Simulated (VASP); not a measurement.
# Tl (Fd-3m) in VASP: notebook

Runs on Tl. Level: PBEsol. Tasks: single point.

Program: VASP 6.6.1. These are calculated values, not measurements. Logs are shortened: lines on timing, memory, paths and dates and some standing lists are left out, and cuts for length are marked.

## 1. The cell of the first run

The structure is cubic, space group Fd-3m (No. 227). Conventional cell: a = 5.913 Å, b = 5.913 Å, c = 5.913 Å, α = 90.00°, β = 90.00°, γ = 90.00°. Within 3.4 Å of Tl (site symmetry -43m) lie 4 Tl at 2.56 Å.

This isn't the form of Tl at room conditions, which is hcp.

## 2. Single point, PBEsol

The input, INCAR:

```
  ALGO = Normal
  EDIFF = 1E-6
  ENCUT = 520
  GGA = PS
  ISIF = 2
  ISMEAR = -1
  LASPH = T
  LCHARG = F
  LREAL = F
  LWAVE = F
  NBANDS = 20
  NELM = 80
  PREC = Accurate
  SIGMA = 0.05
```

The input, KPOINTS:

```
k-points
0
Gamma
  7 7 7
```

The input, POSCAR:

```
Tl
1.0
    0.0000000000      2.9563228521      2.9563228521
    2.9563228521      0.0000000000      2.9563228521
    2.9563228521      2.9563228521      0.0000000000
Tl
2
Direct
    0.0000000000      0.0000000000      0.0000000000
    0.2500000000      0.2500000000      0.2500000000
```

Potentials or basis: VASP PAW PBE potentials, release 64 (Tl_d).

Started as:

```console
$ cat potpaw_PBE.64/Tl_d/POTCAR > POTCAR
$ mpirun -np 1 vasp_std > vasp.out
```

OUTCAR:

```text
EDIFF = 1E-6
   ENCUT = 520
   GGA = PS
   ISIF = 2
   ISMEAR = -1
   LASPH = T
   LREAL = F
   NELM = 80
   PREC = Accurate

 ion  position               nearest neighbor table
   1  0.000  0.000  0.000-   2 2.56   2 2.56   2 2.56   2 2.56
   2  0.250  0.250  0.250-   1 2.56   1 2.56   1 2.56   1 2.56

  LATTYP: Found a face centered cubic cell.
 ALAT       =     5.9126457042

  Lattice vectors:

 A1 = (   0.0000000000,   2.9563228521,   2.9563228521)
 A2 = (   2.9563228521,   0.0000000000,   2.9563228521)
 A3 = (   2.9563228521,   2.9563228521,   0.0000000000)

Analysis of symmetry for initial positions (statically):
=====================================================================
 Subroutine PRICEL returns:
 Original cell was already a primitive cell.

 Routine SETGRP: Setting up the symmetry group for a
 face centered cubic supercell.

 Subroutine GETGRP returns: Found 48 space group operations
 (whereof 24 operations were pure point group operations)
 out of a pool of 48 trial point group operations.

The static configuration has the point symmetry T_d .
 The point group associated with its full space group is O_h .

Analysis of symmetry for dynamics (positions and initial velocities):
=====================================================================
 Subroutine PRICEL returns:
 Original cell was already a primitive cell.

 Routine SETGRP: Setting up the symmetry group for a
 face centered cubic supercell.

 Subroutine GETGRP returns: Found 48 space group operations
 (whereof 24 operations were pure point group operations)
 out of a pool of 48 trial point group operations.

The dynamic configuration has the point symmetry T_d .
 The point group associated with its full space group is O_h .

 Subroutine INISYM returns: Found 48 space group operations
 (whereof 24 operations are pure point group operations),
 and found     1 'primitive' translations

----------------------------------------------------------------------------------------

                                     Primitive cell

  volume of cell :      51.6756

  direct lattice vectors                    reciprocal lattice vectors
     0.000000000  2.956322852  2.956322852    -0.169129024  0.169129024  0.169129024
     2.956322852  0.000000000  2.956322852     0.169129024 -0.169129024  0.169129024
     2.956322852  2.956322852  0.000000000     0.169129024  0.169129024 -0.169129024

  length of vectors
     4.180871872  4.180871872  4.180871872     0.292940063  0.292940063  0.292940063

  position of ions in fractional coordinates (direct lattice)
     0.000000000  0.000000000  0.000000000
     0.250000000  0.250000000  0.250000000

  ion indices of the primitive-cell ions
   primitive index   ion index
                 1           1
                 2           2

----------------------------------------------------------------------------------------

 KPOINTS: k-points

Automatic generation of k-mesh.
 Grid dimensions read from file:
 generate k-points for:    7    7    7

 Generating k-lattice:

  Cartesian coordinates                     Fractional coordinates (reciprocal lattice)
    -0.024161289  0.024161289  0.024161289     0.142857143  0.000000000  0.000000000
     0.024161289 -0.024161289  0.024161289     0.000000000  0.142857143  0.000000000
     0.024161289  0.024161289 -0.024161289     0.000000000  0.000000000  0.142857143

  Length of vectors
     0.041848580  0.041848580  0.041848580

  Shift w.r.t. Gamma in fractional coordinates (k-lattice)
     0.000000000  0.000000000  0.000000000

 Subroutine IBZKPT returns following result:
 ===========================================

 Found     20 irreducible k-points:

 Following reciprocal coordinates:
            Coordinates               Weight
  0.000000  0.000000  0.000000      1.000000
  0.142857  0.000000  0.000000      8.000000
  0.285714  0.000000  0.000000      8.000000
  0.428571  0.000000  0.000000      8.000000
  0.142857  0.142857  0.000000      6.000000
  0.285714  0.142857  0.000000     24.000000
[... 12 lines left out ...]
 -0.428571  0.428571  0.142857     24.000000
 -0.285714  0.428571  0.142857     24.000000
   k-points           NKPTS =     20   k-points in BZ     NKDIM =     20   number of bands    NBANDS=     20
   number of dos      NEDOS =    301   number of ions     NIONS =      2
   total plane-waves  NPLWV =  32768
   dimension x,y,z NGX =    32 NGY =   32 NGZ =   32
   dimension x,y,z NGXF=    64 NGYF=   64 NGZF=   64
   ions per type =               2
   NGX,Y,Z   is equivalent  to a cutoff of  12.72, 12.72, 12.72 a.u.
   NGXF,Y,Z  is equivalent  to a cutoff of  25.45, 25.45, 25.45 a.u.
 SYSTEM =  unknown system
   PREC   = accura    normal or accurate (medium, high low for compatibility)
   ISTART =      0    job   : 0-new  1-cont  2-samecut
   ICHARG =      2    charge: 1-file 2-atom 10-const
   ISPIN  =      1    spin polarized calculation?
   LNONCOLLINEAR =      F non collinear calculations
   LSORBIT =      F    spin-orbit coupling
   LASPH  =      T    aspherical Exc in radial PAW
   ENCUT  =  520.0 eV  38.22 Ry    6.18 a.u.   7.77  7.77  7.77*2*pi/ulx,y,z
   NELM   =     80;   NELMIN=  2; NELMDL= -5     # of ELM steps
   EDIFF  = 0.1E-05   stopping-criterion for ELM
   LREAL  =      F    real-space projection
   EDIFFG = 0.1E-04   stopping-criterion for IOM
   NSW    =      0    number of steps for IOM
   IBRION =     -1    ionic relax: 0-MD 1-quasi-New 2-CG
   NFREE  =      0    steps in history (QN), initial steepest desc. (CG)
   ISIF   =      2    stress and relaxation
   ISYM   =      2    0-nonsym 1-usesym 2-fastsym
   POTIM  = 0.5000    time-step for ionic-motion
   TEBEG  =    0.0;   TEEND  =   0.0 temperature during run
   PSTRESS=    0.0 pullay stress
   NELECT =      26.0000    total number of electrons
   NUPDOWN=      -1.0000    fix difference up-down
   EMIN   =  10.00;   EMAX   =-10.00  energy-range for DOS
   EFERMI =   0.00;   METHOD = LEGACY
   ISMEAR =    -1;   SIGMA  =   0.05  broadening in eV -4-tet -1-fermi 0-gaus
   EFERMI_NEDOS =   21; number of points for ismear=-14 and -15
   IALGO  =     38    algorithm
   IMIX   =      4    mixing-type and parameters
     AMIX     =   0.40;   BMIX     =  1.00
     AMIX_MAG =   1.60;   BMIX_MAG =  1.00
  volume/ion in A,a.u.               =      25.84       174.36
  Fermi-wavevector in a.u.,A,eV,Ry     =   1.302079  2.460573 23.067459  1.695410
  Thomas-Fermi vector in A             =   2.433171
   LORBIT       =      0    0 simple, 1 ext, 2 COOP (PROOUT), +10 PAW based schemes
   GGA     = PS    functional components
   LHFCALC =     F    Hartree Fock is set to
   AEXX    =    0.0000 exact exchange contribution
   IVDW    =     0    specifies the selected vdW correction
   LEPSILON=     F    determine dielectric tensor
   LRPA    =     F    only Hartree local field effects (RPA)
 non-spin polarized calculation
  energy-cutoff  :      520.00
  volume of cell :       51.68
 maximum number of plane-waves:      1411
   NGX = 15   NGY = 15   NGZ = 15

 number of electron      25.9999998 magnetization

 Free energy of the ion-electron system (eV)
  ---------------------------------------------------
  ext. energy  EPLUGINS =         0.00000000
  ---------------------------------------------------
  free energy    TOTEN  =        -2.65391562 eV

  energy without entropy =       -2.63852631  energy(sigma->0) =       -2.64622097

 E-fermi :   7.4173     XC(G=0): -10.6006

 val. band max:        7.2281184765   @ k =   0.4286   0.2857   0.0000
 cond. band min:       7.4578064310   @ k =  -0.4286   0.2857   0.1429
 fundamental gap:      0.2296879545
 Fermi energy:         7.4172742407

 k-point     1 :       0.0000    0.0000    0.0000
  band No.  band energies     occupation
      1      -5.8588      2.00000
      2      -5.8588      2.00000
      3      -5.8588      2.00000
      4      -5.7116      2.00000
      5      -5.7116      2.00000
      6      -4.3878      2.00000
[... 12 lines left out ...]
     19      13.4301      0.00000
     20      17.0623      0.00000

 k-point     2 :       0.1429    0.0000    0.0000
  band No.  band energies     occupation
      1      -5.9484      2.00000
      2      -5.9484      2.00000
      3      -5.8604      2.00000
      4      -5.5786      2.00000
      5      -5.5786      2.00000
      6      -4.5814      2.00000
[... 12 lines left out ...]
     19      15.4815      0.00000
     20      16.9145      0.00000

 k-point     3 :       0.2857    0.0000    0.0000
  band No.  band energies     occupation
      1      -6.0029      2.00000
      2      -6.0029      2.00000
      3      -5.8658      2.00000
      4      -5.4516      2.00000
      5      -5.4516      2.00000
      6      -4.7865      2.00000
[... 12 lines left out ...]
     19      16.1275      0.00000
     20      17.5511      0.00000

 k-point     4 :       0.4286    0.0000    0.0000
  band No.  band energies     occupation
      1      -5.9986      2.00000
      2      -5.9986      2.00000
      3      -5.8702      2.00000
      4      -5.4298      2.00000
      5      -5.4298      2.00000
      6      -4.9174      2.00000
[... 12 lines left out ...]
     19      18.9125      0.00000
     20      18.9239      0.00000

 k-point     5 :       0.1429    0.1429    0.0000
  band No.  band energies     occupation
      1      -6.0115      2.00000
      2      -5.8934      2.00000
      3      -5.8934      2.00000
      4      -5.6137      2.00000
      5      -5.4528      2.00000
      6      -4.7002      2.00000
[... 12 lines left out ...]
     19      15.8723      0.00000
     20      15.8882      0.00000
[... 261 lines left out ...]
      6      -5.0729      2.00000
[... 12 lines left out ...]
     19      18.0747      0.00000
     20      18.7307      0.00000

 k-point    18 :      -0.4286    0.2857    0.1429
  band No.  band energies     occupation
      1      -6.1700      2.00000
      2      -6.0993      2.00000
      3      -5.7046      2.00000
      4      -5.2491      2.00000
      5      -5.1494      2.00000
      6      -5.0264      2.00000
[... 12 lines left out ...]
     19      18.3719      0.00000
     20      18.9435      0.00000

 k-point    19 :      -0.4286    0.4286    0.1429
  band No.  band energies     occupation
      1      -6.1427      2.00000
      2      -6.1295      2.00000
      3      -5.7153      2.00000
      4      -5.4550      2.00000
      5      -4.9869      2.00000
      6      -4.7588      2.00000
[... 12 lines left out ...]
     19      20.8463      0.00000
     20      20.9643      0.00000

 k-point    20 :      -0.2857    0.4286    0.1429
  band No.  band energies     occupation
      1      -6.2084      2.00000
      2      -6.1366      2.00000
      3      -5.6140      2.00000
      4      -5.3507      2.00000
      5      -4.9948      2.00000
      6      -4.7782      2.00000
[... 12 lines left out ...]
     19      20.1862      0.00000
     20      20.3291      0.00000

------------------------ aborting loop because EDIFF is reached ----------------------------------------

  FORCE on cell =-STRESS in cart. coord.  units (eV):
  Direction    XX          YY          ZZ          XY          YZ          ZX
  --------------------------------------------------------------------------------------
  -------------------------------------------------------------------------------------
  Total        9.6830780      9.6830780      9.6830780     -0.0000000     -0.0000000      0.0000000
  in kB      300.2191812    300.2191812    300.2191812     -0.0000000     -0.0000000      0.0000000
  external PRESSURE =     300.2191812 kB  Pullay stress =       0.0000000 kB

 VOLUME and BASIS-vectors are now :
 -----------------------------------------------------------------------------
  energy-cutoff  :      520.00
  volume of cell :       51.68
      direct lattice vectors                 reciprocal lattice vectors
     0.000000000  2.956322852  2.956322852    -0.169129024  0.169129024  0.169129024
     2.956322852  0.000000000  2.956322852     0.169129024 -0.169129024  0.169129024
     2.956322852  2.956322852  0.000000000     0.169129024  0.169129024 -0.169129024

 POSITION                                       TOTAL-FORCE (eV/Angst)
 -----------------------------------------------------------------------------------
      0.00000      0.00000      0.00000        -0.000000     -0.000000     -0.000000
      1.47816      1.47816      1.47816         0.000000      0.000000      0.000000
 -----------------------------------------------------------------------------------
    total drift:                               -0.000000      0.000000      0.000000

  FREE ENERGIE OF THE ION-ELECTRON SYSTEM (eV)
  ---------------------------------------------------
  free  energy   TOTEN  =        -2.6539156238 eV

  energy  without entropy=       -2.6385263099  energy(sigma->0) =       -2.64622097
```

Run time: 21 s. Hardware: 1 thread of Intel Xeon 8259CL, shared host; peak memory 0.17 GiB.

What came out:

| Quantity | Value |
| --- | --- |
| Free energy | -2.6539 eV |
| Pressure | 30.0 GPa |
| Band gap on the k mesh | zero (bands 13 and 14 overlap by 5.40 eV) |

Levels at points of the mesh, in eV from the Fermi level:
| k point | band 9 | band 10 | band 11 | band 12 | band 13 | band 14 | band 15 | band 16 | band 17 | band 18 |
| --- | --- | --- | --- | --- | --- | --- | --- | --- | --- | --- |
| (0.00, 0.00, 0.00) | -11.56 | -11.07 | -11.07 | 3.08 | 4.22 | 4.22 | 4.22 | 5.70 | 5.70 | 5.70 |

Caveat: the cell stands under pressure; the PAW data sets were made with another functional, which shifts forces and pressure a little; spin-orbit coupling is left out, which moves the levels of the heavy elements.

## 3. Single point, PBEsol

This run uses another cell than the first one, of 27.86 Å³/atom.

The input, INCAR:

```
SYSTEM = Tl
PREC = Accurate
ENCUT = 520
EDIFF = 1E-6
ISMEAR = -1
SIGMA = 0.05
LREAL = .False.
LASPH = .True.
NELM = 100
ALGO = Normal
ISIF = 2
LWAVE = .False.
LCHARG = .False.
GGA = PS
NBANDS = 20
```

The input, KPOINTS:

```
regular mesh
0
Gamma
  7 7 7
  0 0 0
```

The input, POSCAR:

```
Tl
1.0
    0.0000000000      3.0316404325      3.0316404325
    3.0316404325      0.0000000000      3.0316404325
    3.0316404325      3.0316404325      0.0000000000
Tl
2
Direct
    0.0000000000      0.0000000000      0.0000000000
    0.2500000000      0.2500000000      0.2500000000
```

Potentials or basis: VASP PAW PBE potentials, release 64 (Tl_d).

Started as:

```console
$ cat potpaw_PBE.64/Tl_d/POTCAR > POTCAR
$ mpirun -np 1 vasp_std > vasp.out
```

OUTCAR:

```text
SYSTEM = Tl
   PREC = Accurate
   ENCUT = 520
   EDIFF = 1E-6
   ISMEAR = -1
   LREAL = .False.
   LASPH = .True.
   NELM = 100
   ISIF = 2
   GGA = PS

 ion  position               nearest neighbor table
   1  0.000  0.000  0.000-   2 2.63   2 2.63   2 2.63   2 2.63
   2  0.250  0.250  0.250-   1 2.63   1 2.63   1 2.63   1 2.63

  LATTYP: Found a face centered cubic cell.
 ALAT       =     6.0632808650

  Lattice vectors:

 A1 = (   0.0000000000,   3.0316404325,   3.0316404325)
 A2 = (   3.0316404325,   0.0000000000,   3.0316404325)
 A3 = (   3.0316404325,   3.0316404325,   0.0000000000)

Analysis of symmetry for initial positions (statically):
=====================================================================
 Subroutine PRICEL returns:
 Original cell was already a primitive cell.

 Routine SETGRP: Setting up the symmetry group for a
 face centered cubic supercell.

 Subroutine GETGRP returns: Found 48 space group operations
 (whereof 24 operations were pure point group operations)
 out of a pool of 48 trial point group operations.

[... 153 lines left out ...]
  ---------------------------------------------------
  free energy    TOTEN  =        -3.28063278 eV

  energy without entropy =       -3.26379607  energy(sigma->0) =       -3.27221443

 E-fermi :   6.5426     XC(G=0): -10.2168

 val. band max:        6.4037598285   @ k =   0.4286   0.2857   0.0000
 cond. band min:       6.5647541186   @ k =   0.4286   0.1429   0.0000
 fundamental gap:      0.1609942902
 Fermi energy:         6.5426009151

 k-point     1 :       0.0000    0.0000    0.0000
  band No.  band energies     occupation
      1      -6.3927      2.00000
      2      -6.3927      2.00000
      3      -6.3927      2.00000
      4      -6.2516      2.00000
      5      -6.2516      2.00000
      6      -4.8876      2.00000
[... 449 lines left out ...]
     19      18.7222      0.00000
     20      18.9347      0.00000

------------------------ aborting loop because EDIFF is reached ----------------------------------------

  FORCE on cell =-STRESS in cart. coord.  units (eV):
  Direction    XX          YY          ZZ          XY          YZ          ZX
  --------------------------------------------------------------------------------------
  -------------------------------------------------------------------------------------
  Total        6.9528709      6.9528709      6.9528709      0.0000000      0.0000000     -0.0000000
  in kB      199.8994878    199.8994878    199.8994878      0.0000000      0.0000000     -0.0000000
  external PRESSURE =     199.8994878 kB  Pullay stress =       0.0000000 kB

 VOLUME and BASIS-vectors are now :
 -----------------------------------------------------------------------------
  energy-cutoff  :      520.00
  volume of cell :       55.73
      direct lattice vectors                 reciprocal lattice vectors
     0.000000000  3.031640433  3.031640433    -0.164927211  0.164927211  0.164927211
     3.031640433  0.000000000  3.031640433     0.164927211 -0.164927211  0.164927211
     3.031640433  3.031640433  0.000000000     0.164927211  0.164927211 -0.164927211

 POSITION                                       TOTAL-FORCE (eV/Angst)
 -----------------------------------------------------------------------------------
      0.00000      0.00000      0.00000        -0.000000     -0.000000     -0.000000
      1.51582      1.51582      1.51582         0.000000      0.000000      0.000000
 -----------------------------------------------------------------------------------
    total drift:                               -0.000000      0.000000      0.000000

  FREE ENERGIE OF THE ION-ELECTRON SYSTEM (eV)
  ---------------------------------------------------
  free  energy   TOTEN  =        -3.2806327786 eV

  energy  without entropy=       -3.2637960714  energy(sigma->0) =       -3.27221443
```

OSZICAR:

```text
N       E                     dE             d eps       ncg     rms          rms(c)
DAV:   1     0.132376499649E+03    0.13238E+03   -0.14032E+04   840   0.121E+03
DAV:   2    -0.105242668564E+01   -0.13343E+03   -0.13105E+03   864   0.282E+02
DAV:   3    -0.340176632860E+01   -0.23493E+01   -0.23376E+01   916   0.344E+01
DAV:   4    -0.342140319291E+01   -0.19637E-01   -0.19635E-01   852   0.332E+00
DAV:   5    -0.342178381373E+01   -0.38062E-03   -0.38062E-03   932   0.454E-01    0.917E+00
DAV:   6    -0.330989364172E+01    0.11189E+00   -0.15712E-01   884   0.352E+00    0.585E+00
DAV:   7    -0.328307696990E+01    0.26817E-01   -0.86867E-02   892   0.263E+00    0.110E+00
DAV:   8    -0.328061784806E+01    0.24591E-02   -0.12961E-02   860   0.897E-01    0.931E-02
DAV:   9    -0.328062415730E+01   -0.63092E-05   -0.10005E-04   900   0.770E-02    0.299E-02
DAV:  10    -0.328063262446E+01   -0.84672E-05   -0.76390E-06   816   0.192E-02    0.495E-03
DAV:  11    -0.328063277860E+01   -0.15414E-06   -0.17088E-06   572   0.107E-02
   1 F= -.32806328E+01 E0= -.32722144E+01  d E =-.168367E-01
```

stdout:

```text
POSCAR found type information on POSCAR Tl
 POSCAR found :  1 types and       2 ions
 scaLAPACK will be used
 -----------------------------------------------------------------------------
|                                                                             |
|                                                                             |
|     You enforced a specific xc type in the INCAR file but a different       |
|     I HOPE YOU KNOW WHAT YOU ARE DOING!                                     |
|                                                                             |
 -----------------------------------------------------------------------------

 LDA part: xc-table for (Slater+PW92), standard interpolation
 POSCAR, INCAR and KPOINTS ok, starting setup
 FFT: planning ... GRIDC
 FFT: planning ... GRID_SOFT
 FFT: planning ... GRID
 WAVECAR not read
 entering main loop
```

Wall time 27 s (1 thread of Intel Xeon 8259CL, shared host); peak memory 0.18 GiB.

Results:

```yaml
Free_energy: -3.2806 eV
Pressure: 20.0 GPa
Band_gap_on_the_k_mesh: zero (bands 13 and 14 overlap by 4.88 eV)
```

Caveat: the cell stands under pressure; the PAW data sets were made with another functional, which shifts forces and pressure a little; spin-orbit coupling is left out, which moves the levels of the heavy elements.

The gap in the log of VASP goes by the Fermi energy; the results here count the filled bands.